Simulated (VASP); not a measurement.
# BeTe (F-43m) in VASP: notebook

The runs below take BeTe through single point, with r2SCAN.

All numbers are computed with VASP 6.6.1; they aren't measurements. Logs are shortened: lines on timing, memory, paths and dates and some standing lists are left out, and cuts for length are marked.

### Step 1. The cell of the first run

It takes space group F-43m (No. 216, cubic). The conventional cell has a = 5.331 Å, b = 5.331 Å, c = 5.331 Å, α = 90.00°, β = 90.00°, γ = 90.00°. Be (site symmetry -43m) has 4 Te at 2.31 Å within 3.1 Å. Within 3.1 Å of Te (site symmetry -43m) lie 4 Be at 2.31 Å.

### Step 2. Single point, r2SCAN

File POSCAR:

```
BeTe
1.0
    0.0000000000      2.6655708221      2.6655708221
    2.6655708221      0.0000000000      2.6655708221
    2.6655708221      2.6655708221      0.0000000000
Be Te
1 1
Direct
    0.0000000000      0.0000000000      0.0000000000
    0.7500000000      0.7500000000      0.7500000000
```

File INCAR.step1:

```
SYSTEM = BeTe
PREC = Accurate
ENCUT = 520
ISMEAR = 0
SIGMA = 0.01
LREAL = .False.
LASPH = .True.
NELM = 80
NBANDS = 11
GGA = PE
ALGO = Normal
EDIFF = 1E-4
LWAVE = .True.
LCHARG = .False.
```

File INCAR.step2:

```
SYSTEM = BeTe
PREC = Accurate
ENCUT = 520
EDIFF = 1E-7
ISMEAR = 0
SIGMA = 0.01
LREAL = .False.
LASPH = .True.
NELM = 80
ALGO = Normal
ISIF = 2
LWAVE = .False.
LCHARG = .False.
METAGGA = R2SCAN
LMIXTAU = .True.
NBANDS = 11
ISTART = 1
```

File KPOINTS:

```
regular mesh
0
Gamma
  8 8 8
  0 0 0
```

Potentials or basis: VASP PAW PBE potentials, release 64 (Be, Te).

Launch:

```sh
$ cat potpaw_PBE.64/Be/POTCAR potpaw_PBE.64/Te/POTCAR > POTCAR
$ cp INCAR.step1 INCAR
$ mpirun -np 1 vasp_std > vasp.out
$ cp INCAR.step2 INCAR
$ mpirun -np 1 vasp_std > vasp.out
```

OUTCAR:

```text
SYSTEM = BeTe
   PREC = Accurate
   ENCUT = 520
   EDIFF = 1E-7
   ISMEAR = 0
   LREAL = .False.
   LASPH = .True.
   NELM = 80
   ISIF = 2
   METAGGA = R2SCAN
   ISTART = 1

 ion  position               nearest neighbor table
   1  0.000  0.000  0.000-   2 2.31   2 2.31   2 2.31   2 2.31
   2  0.750  0.750  0.750-   1 2.31   1 2.31   1 2.31   1 2.31

  LATTYP: Found a face centered cubic cell.
 ALAT       =     5.3311416442

  Lattice vectors:

 A1 = (   0.0000000000,   2.6655708221,   2.6655708221)
 A2 = (   2.6655708221,   0.0000000000,   2.6655708221)
 A3 = (   2.6655708221,   2.6655708221,   0.0000000000)

Analysis of symmetry for initial positions (statically):
=====================================================================
 Subroutine PRICEL returns:
 Original cell was already a primitive cell.

 Routine SETGRP: Setting up the symmetry group for a
 face centered cubic supercell.

 Subroutine GETGRP returns: Found 24 space group operations
 (whereof 24 operations were pure point group operations)
 out of a pool of 48 trial point group operations.

The static configuration has the point symmetry T_d .

Analysis of symmetry for dynamics (positions and initial velocities):
=====================================================================
 Subroutine PRICEL returns:
 Original cell was already a primitive cell.

 Routine SETGRP: Setting up the symmetry group for a
 face centered cubic supercell.

 Subroutine GETGRP returns: Found 24 space group operations
 (whereof 24 operations were pure point group operations)
 out of a pool of 48 trial point group operations.

The dynamic configuration has the point symmetry T_d .

 Subroutine INISYM returns: Found 24 space group operations
 (whereof 24 operations are pure point group operations),
 and found     1 'primitive' translations

----------------------------------------------------------------------------------------

                                     Primitive cell

  volume of cell :      37.8792

  direct lattice vectors                    reciprocal lattice vectors
     0.000000000  2.665570822  2.665570822    -0.187577083  0.187577083  0.187577083
     2.665570822  0.000000000  2.665570822     0.187577083 -0.187577083  0.187577083
     2.665570822  2.665570822  0.000000000     0.187577083  0.187577083 -0.187577083

  length of vectors
     3.769686408  3.769686408  3.769686408     0.324893039  0.324893039  0.324893039

  position of ions in fractional coordinates (direct lattice)
     0.000000000  0.000000000  0.000000000
     0.750000000  0.750000000  0.750000000

  ion indices of the primitive-cell ions
   primitive index   ion index
                 1           1
                 2           2

----------------------------------------------------------------------------------------

 KPOINTS: regular mesh

Automatic generation of k-mesh.
 Grid dimensions read from file:
 generate k-points for:    8    8    8

 Generating k-lattice:

  Cartesian coordinates                     Fractional coordinates (reciprocal lattice)
    -0.023447135  0.023447135  0.023447135     0.125000000  0.000000000  0.000000000
     0.023447135 -0.023447135  0.023447135     0.000000000  0.125000000  0.000000000
     0.023447135  0.023447135 -0.023447135     0.000000000  0.000000000  0.125000000

  Length of vectors
     0.040611630  0.040611630  0.040611630

  Shift w.r.t. Gamma in fractional coordinates (k-lattice)
     0.000000000  0.000000000  0.000000000

 Subroutine IBZKPT returns following result:
 ===========================================

 Found     29 irreducible k-points:

 Following reciprocal coordinates:
            Coordinates               Weight
  0.000000  0.000000  0.000000      1.000000
  0.125000  0.000000  0.000000      8.000000
  0.250000  0.000000  0.000000      8.000000
  0.375000  0.000000  0.000000      8.000000
  0.500000  0.000000  0.000000      4.000000
  0.125000  0.125000  0.000000      6.000000
[... 16 lines left out ...]
  0.500000  0.250000  0.125000     48.000000
[... 49 lines left out ...]
      8      12.8714      0.00000
      9      16.2796      0.00000
     10      18.0417      0.00000
     11      18.0417      0.00000

 k-point     2 :       0.1250    0.0000    0.0000
  band No.  band energies     occupation
      1      -6.8936      2.00000
      2       5.3947      2.00000
      3       6.6559      2.00000
      4       6.6559      2.00000
      5      11.1337      0.00000
      6      11.2252      0.00000
      7      11.2252      0.00000
      8      13.9407      0.00000
      9      16.7204      0.00000
     10      16.9267      0.00000
     11      16.9267      0.00000

 k-point     3 :       0.2500    0.0000    0.0000
  band No.  band energies     occupation
      1      -6.3402      2.00000
      2       2.9111      2.00000
      3       6.0715      2.00000
      4       6.0715      2.00000
      5      11.1353      0.00000
      6      11.8567      0.00000
      7      11.8567      0.00000
      8      15.4625      0.00000
      9      16.6587      0.00000
     10      16.6587      0.00000
     11      17.2608      0.00000

 k-point     4 :       0.3750    0.0000    0.0000
  band No.  band energies     occupation
      1      -5.5938      2.00000
      2       0.8722      2.00000
      3       5.6364      2.00000
      4       5.6364      2.00000
      5      11.0430      0.00000
      6      11.9170      0.00000
      7      11.9170      0.00000
      8      15.4950      0.00000
      9      18.0419      0.00000
     10      18.0420      0.00000
     11      18.5787      0.00000
[... 239 lines left out ...]
 k-point    22 :       0.3750    0.2500    0.1250
  band No.  band energies     occupation
      1      -5.8727      2.00000
      2       2.6861      2.00000
      3       4.0242      2.00000
      4       5.3681      2.00000
      5      10.8496      0.00000
      6      12.6712      0.00000
      7      12.8722      0.00000
      8      14.2377      0.00000
      9      17.2625      0.00000
     10      19.0489      0.00000
     11      19.8940      0.00000

 k-point    23 :       0.5000    0.2500    0.1250
  band No.  band energies     occupation
      1      -5.1916      2.00000
      2       1.2498      2.00000
      3       3.4123      2.00000
      4       4.7525      2.00000
      5      11.3732      0.00000
      6      12.2606      0.00000
      7      13.7449      0.00000
      8      14.9248      0.00000
      9      18.0490      0.00000
     10      18.7750      0.00000
     11      20.7083      0.00000

 k-point    24 :      -0.3750    0.2500    0.1250
  band No.  band energies     occupation
      1      -4.8197      2.00000
      2       0.5394      2.00000
      3       3.3126      2.00000
      4       4.4495      2.00000
      5      11.4592      0.00000
      6      12.0159      0.00000
      7      14.7986      0.00000
      8      15.9255      0.00000
      9      16.3824      0.00000
     10      19.7036      0.00000
     11      20.4144      0.00000

 [... further k-points ...]

------------------------ aborting loop because EDIFF is reached ----------------------------------------

  FORCE on cell =-STRESS in cart. coord.  units (eV):
  Direction    XX          YY          ZZ          XY          YZ          ZX
  --------------------------------------------------------------------------------------
  -------------------------------------------------------------------------------------
  Total        3.6211563      3.6211563      3.6211563     -0.0000000      0.0000000     -0.0000000
  in kB      153.1641691    153.1641691    153.1641691     -0.0000000      0.0000000     -0.0000000
  external PRESSURE =     153.1641691 kB  Pullay stress =       0.0000000 kB

 VOLUME and BASIS-vectors are now :
 -----------------------------------------------------------------------------
  energy-cutoff  :      520.00
  volume of cell :       37.88
      direct lattice vectors                 reciprocal lattice vectors
     0.000000000  2.665570822  2.665570822    -0.187577083  0.187577083  0.187577083
     2.665570822  0.000000000  2.665570822     0.187577083 -0.187577083  0.187577083
     2.665570822  2.665570822  0.000000000     0.187577083  0.187577083 -0.187577083

 POSITION                                       TOTAL-FORCE (eV/Angst)
 -----------------------------------------------------------------------------------
      0.00000      0.00000      0.00000         0.000000      0.000000      0.000000
      3.99836      3.99836      3.99836        -0.000000     -0.000000     -0.000000
 -----------------------------------------------------------------------------------
    total drift:                               -0.000000     -0.000000     -0.000000

  FREE ENERGIE OF THE ION-ELECTRON SYSTEM (eV)
  ---------------------------------------------------
  free  energy   TOTEN  =       -30.3743415455 eV

  energy  without entropy=      -30.3743415455  energy(sigma->0) =      -30.37434155
```

Wall time 50 s (1 thread of Intel Xeon Platinum 8375C at 2.90GHz (Ice Lake), shared host); peak memory 0.17 GiB.

Results:

```
Free energy            : -30.3743 eV
Pressure               : 15.3 GPa
Band gap on the k mesh : 1.86 eV, indirect (least direct gap 3.78 eV)
```

Levels at points of the mesh, in eV from the valence-band top:
```csv
k point,band 2,band 3,band 4,band 5,band 6,band 7
"(0.00, 0.00, 0.00)",0.00,0.00,0.00,3.78,3.78,3.78
"(0.50, 0.00, 0.00)",-6.98,-1.50,-1.50,4.02,4.85,4.85
"(0.50, 0.50, 0.00)",-6.37,-3.47,-3.47,1.86,2.68,11.65
```

Caveat: the PAW data sets were made with another functional, which shifts forces and pressure a little; spin-orbit coupling is left out, which moves the levels of the heavy elements.

### Step 3. Single point, r2SCAN

This run uses another cell than the first one, of 19.86 Å³/atom, 1.049 times its volume.

File POSCAR:

```
BeTe
1.0
    0.0000000000      2.7082958663      2.7082958663
    2.7082958663      0.0000000000      2.7082958663
    2.7082958663      2.7082958663      0.0000000000
Be Te
1 1
Direct
    0.0000000000      0.0000000000      0.0000000000
    0.7500000000      0.7500000000      0.7500000000
```

File INCAR.step1:

```
  PREC = Accurate
  ENCUT = 520
  ISMEAR = 0
  SIGMA = 0.01
  LREAL = F
  LASPH = T
  NELM = 100
  NBANDS = 11
  GGA = PE
  ALGO = Normal
  EDIFF = 1E-4
  LWAVE = T
  LCHARG = F
```

File INCAR.step2:

```
  PREC = Accurate
  ENCUT = 520
  EDIFF = 1E-6
  ISMEAR = 0
  SIGMA = 0.01
  LREAL = F
  LASPH = T
  NELM = 100
  ALGO = Normal
  ISIF = 2
  LWAVE = F
  LCHARG = F
  METAGGA = R2SCAN
  LMIXTAU = T
  NBANDS = 11
  ISTART = 1
```

File KPOINTS:

```
regular mesh
0
Gamma
  8 8 8
```

Potentials or basis: VASP PAW PBE potentials, release 64 (Be, Te).

Launch:

```sh
$ cat potpaw_PBE.64/Be/POTCAR potpaw_PBE.64/Te/POTCAR > POTCAR
$ cp INCAR.step1 INCAR
$ mpirun -np 1 vasp_std > vasp.out
$ cp INCAR.step2 INCAR
$ mpirun -np 1 vasp_std > vasp.out
```

It took 38 s on 1 thread of Intel Xeon Platinum 8375C at 2.90GHz (Ice Lake), shared host; peak memory 0.16 GiB.

It converged, with:

```
Free energy            : -30.5213 eV
Pressure               : 10.3 GPa
Band gap on the k mesh : 2.01 eV, indirect (least direct gap 3.86 eV)
```

Levels at points of the mesh, in eV from the valence-band top:
| k point | band 1 | band 2 | band 3 | band 4 | band 5 | band 6 | band 7 | band 8 | band 9 |
| --- | --- | --- | --- | --- | --- | --- | --- | --- | --- |
| (0.00, 0.00, 0.00) | -13.67 | 0.00 | 0.00 | 0.00 | 3.86 | 3.86 | 3.86 | 5.47 | 9.23 |
| (0.50, 0.00, 0.00) | -11.90 | -6.60 | -1.40 | -1.40 | 3.88 | 4.91 | 4.91 | 8.41 | 12.38 |
| (0.50, 0.50, 0.00) | -11.23 | -6.05 | -3.24 | -3.24 | 2.01 | 2.79 | 11.34 | 11.34 | 13.28 |

Caveat: the PAW data sets were made with another functional, which shifts forces and pressure a little; spin-orbit coupling is left out, which moves the levels of the heavy elements.

### Step 4. Single point, r2SCAN

This run uses another cell than the first one, of 20.54 Å³/atom, 1.084 times its volume.

File POSCAR:

```
BeTe
1.0
    0.0000000000      2.7386024372      2.7386024372
    2.7386024372      0.0000000000      2.7386024372
    2.7386024372      2.7386024372      0.0000000000
Be Te
1 1
Direct
    0.0000000000      0.0000000000      0.0000000000
    0.7500000000      0.7500000000      0.7500000000
```

File INCAR.step1:

```
SYSTEM = BeTe
  PREC = Accurate
  ENCUT = 520
  ISMEAR = 0
  SIGMA = 0.01
  LREAL = .FALSE.
  LASPH = .TRUE.
  NELM = 60
  NBANDS = 11
  GGA = PE
  ALGO = Normal
  EDIFF = 1E-4
  LWAVE = .TRUE.
  LCHARG = .FALSE.
```

File INCAR.step2:

```
SYSTEM = BeTe
  PREC = Accurate
  ENCUT = 520
  EDIFF = 1E-7
  ISMEAR = 0
  SIGMA = 0.01
  LREAL = .FALSE.
  LASPH = .TRUE.
  NELM = 60
  ALGO = Normal
  ISIF = 2
  LWAVE = .FALSE.
  LCHARG = .FALSE.
  METAGGA = R2SCAN
  LMIXTAU = .TRUE.
  NBANDS = 11
  ISTART = 1
```

File KPOINTS:

```
regular mesh
0
G
  8 8 8
  0 0 0
```

Launch:

```sh
$ cat potpaw_PBE.64/Be/POTCAR potpaw_PBE.64/Te/POTCAR > POTCAR
$ cp INCAR.step1 INCAR
$ mpirun -np 1 vasp_std > vasp.out
$ cp INCAR.step2 INCAR
$ mpirun -np 1 vasp_std > vasp.out
```

Wall time 64 s (1 thread of Intel Xeon Platinum 8375C at 2.90GHz (Ice Lake), shared host); peak memory 0.17 GiB.

Results (log left out):

```yaml
Free_energy: -30.5948 eV
Pressure: 7.2 GPa
Band_gap_on_the_k_mesh: 2.11 eV, indirect (least direct gap 3.91 eV)
```

Levels at points of the mesh, in eV from the valence-band top:
```csv
k point,band 1,band 2,band 3,band 4,band 5,band 6,band 7,band 8
"(0.00, 0.00, 0.00)",-13.41,0.00,0.00,0.00,3.91,3.91,3.91,5.19
"(0.50, 0.00, 0.00)",-11.73,-6.35,-1.33,-1.33,3.79,4.95,4.95,8.44
"(0.50, 0.50, 0.00)",-11.10,-5.84,-3.09,-3.09,2.11,2.85,11.12,11.12
```

Caveat: the PAW data sets were made with another functional, which shifts forces and pressure a little; spin-orbit coupling is left out, which moves the levels of the heavy elements. A k mesh can miss the band edges.

### Step 5. Single point, r2SCAN

This run uses another cell than the first one, of 21.32 Å³/atom, 1.126 times its volume.

File POSCAR:

```
BeTe
1.0
    0.0000000000      2.7728318534      2.7728318534
    2.7728318534      0.0000000000      2.7728318534
    2.7728318534      2.7728318534      0.0000000000
Be Te
1 1
Direct
    0.0000000000      0.0000000000      0.0000000000
    0.7500000000      0.7500000000      0.7500000000
```

File INCAR.step1:

```
  ALGO = Normal
  EDIFF = 1E-4
  ENCUT = 520
  GGA = PE
  ISMEAR = 0
  LASPH = T
  LCHARG = F
  LREAL = F
  LWAVE = T
  NBANDS = 11
  NELM = 100
  PREC = Accurate
  SIGMA = 0.01
```

File INCAR.step2:

```
  ALGO = Normal
  EDIFF = 1E-6
  ENCUT = 520
  ISIF = 2
  ISMEAR = 0
  ISTART = 1
  LASPH = T
  LCHARG = F
  LMIXTAU = T
  LREAL = F
  LWAVE = F
  METAGGA = R2SCAN
  NBANDS = 11
  NELM = 100
  PREC = Accurate
  SIGMA = 0.01
```

File KPOINTS:

```
k-points
0
Gamma
  8 8 8
```

Launch:

```sh
$ cat potpaw_PBE.64/Be/POTCAR potpaw_PBE.64/Te/POTCAR > POTCAR
$ cp INCAR.step1 INCAR
$ mpirun -np 1 vasp_std > vasp.out
$ cp INCAR.step2 INCAR
$ mpirun -np 1 vasp_std > vasp.out
```

It took 52 s on 1 thread of Intel Xeon Platinum 8375C at 2.90GHz (Ice Lake), shared host; peak memory 0.18 GiB.

The run converged. Its results:

* Free energy: -30.6503 eV
* Pressure: 4.2 GPa
* Band gap on the k mesh: 2.22 eV, indirect (least direct gap 3.96 eV)

Levels at points of the mesh, in eV from the valence-band top:
```tsv
k point	band 1	band 2	band 3	band 4	band 5	band 6	band 7	band 8	band 9
(0.00, 0.00, 0.00)	-13.12	0.00	0.00	0.00	3.96	3.96	3.96	4.88	9.12
(0.50, 0.00, 0.00)	-11.55	-6.08	-1.26	-1.26	3.68	4.98	4.98	8.46	12.02
(0.50, 0.50, 0.00)	-10.97	-5.61	-2.93	-2.93	2.22	2.92	10.87	10.87	12.83
```

Caveat: the PAW data sets were made with another functional, which shifts forces and pressure a little; spin-orbit coupling is left out, which moves the levels of the heavy elements. r2SCAN opens gaps a little over a GGA but as a rule still falls short of measured ones.

### Step 6. Single point, r2SCAN

This run uses another cell than the first one, of 22.27 Å³/atom, 1.176 times its volume.

File POSCAR:

```
BeTe
1.0
    0.0000000000      2.8134445265      2.8134445265
    2.8134445265      0.0000000000      2.8134445265
    2.8134445265      2.8134445265      0.0000000000
Be Te
1 1
Direct
    0.0000000000      0.0000000000      0.0000000000
    0.7500000000      0.7500000000      0.7500000000
```

File INCAR.step1:

```
PREC = Accurate
ENCUT = 520
ISMEAR = 0
SIGMA = 0.01
LREAL = False
LASPH = True
NELM = 80
NBANDS = 11
GGA = PE
ALGO = Normal
EDIFF = 1E-4
LWAVE = True
LCHARG = False
```

File INCAR.step2:

```
PREC = Accurate
ENCUT = 520
EDIFF = 1E-6
ISMEAR = 0
SIGMA = 0.01
LREAL = False
LASPH = True
NELM = 80
ALGO = Normal
ISIF = 2
LWAVE = False
LCHARG = False
METAGGA = R2SCAN
LMIXTAU = True
NBANDS = 11
ISTART = 1
```

File KPOINTS:

```
regular mesh
0
Gamma
  8 8 8
```

Potentials or basis: VASP PAW PBE potentials, release 64 (Be, Te).

Launch:

```sh
$ cat potpaw_PBE.64/Be/POTCAR potpaw_PBE.64/Te/POTCAR > POTCAR
$ cp INCAR.step1 INCAR
$ mpirun -np 1 vasp_std > vasp.out
$ cp INCAR.step2 INCAR
$ mpirun -np 1 vasp_std > vasp.out
```

Wall time 50 s (1 thread of Intel Xeon Platinum 8375C at 2.90GHz (Ice Lake), shared host); peak memory 0.17 GiB.

The run converged. Its results:

```
Free energy            : -30.6818 eV
Pressure               : 1.2 GPa
Band gap on the k mesh : 2.33 eV, indirect (least direct gap 4.01 eV)
```

Levels at points of the mesh, in eV from the valence-band top:
| k point | band 1 | band 2 | band 3 | band 4 | band 5 | band 6 | band 7 | band 8 | band 9 |
| --- | --- | --- | --- | --- | --- | --- | --- | --- | --- |
| (0.00, 0.00, 0.00) | -12.81 | 0.00 | 0.00 | 0.00 | 4.01 | 4.01 | 4.01 | 4.53 | 9.05 |
| (0.50, 0.00, 0.00) | -11.36 | -5.78 | -1.18 | -1.18 | 3.56 | 5.01 | 5.01 | 8.47 | 11.79 |
| (0.50, 0.50, 0.00) | -10.82 | -5.36 | -2.76 | -2.76 | 2.33 | 2.99 | 10.59 | 10.59 | 12.55 |

Caveat: the PAW data sets were made with another functional, which shifts forces and pressure a little; spin-orbit coupling is left out, which moves the levels of the heavy elements. A k mesh can miss the band edges.

### Step 7. Overview

| cell | gap on the mesh (eV) | pressure (GPa) |
| --- | --- | --- |
| a = 3.770 Å, angles 60.0°, 2 atoms | 1.86 | 15.3 |
| a = 3.830 Å, angles 60.0°, 2 atoms | 2.01 | 10.3 |
| a = 3.873 Å, angles 60.0°, 2 atoms | 2.11 | 7.2 |
| a = 3.921 Å, angles 60.0°, 2 atoms | 2.22 | 4.2 |
| a = 3.979 Å, angles 60.0°, 2 atoms | 2.33 | 1.2 |

Alike in all rows: task single point; level r2SCAN; potentials or basis VASP PAW PBE potentials, release 64 (Be, Te); no spin polarisation; k mesh 8 × 8 × 8; cutoff (eV) 520; smearing gaussian 0.01 eV.

Caveats: the PAW data sets were made with another functional, which shifts forces and pressure a little; spin-orbit coupling is left out, which moves the levels of the heavy elements.

Total energies depend on the potentials used, so only differences within one code and one set of settings carry meaning.
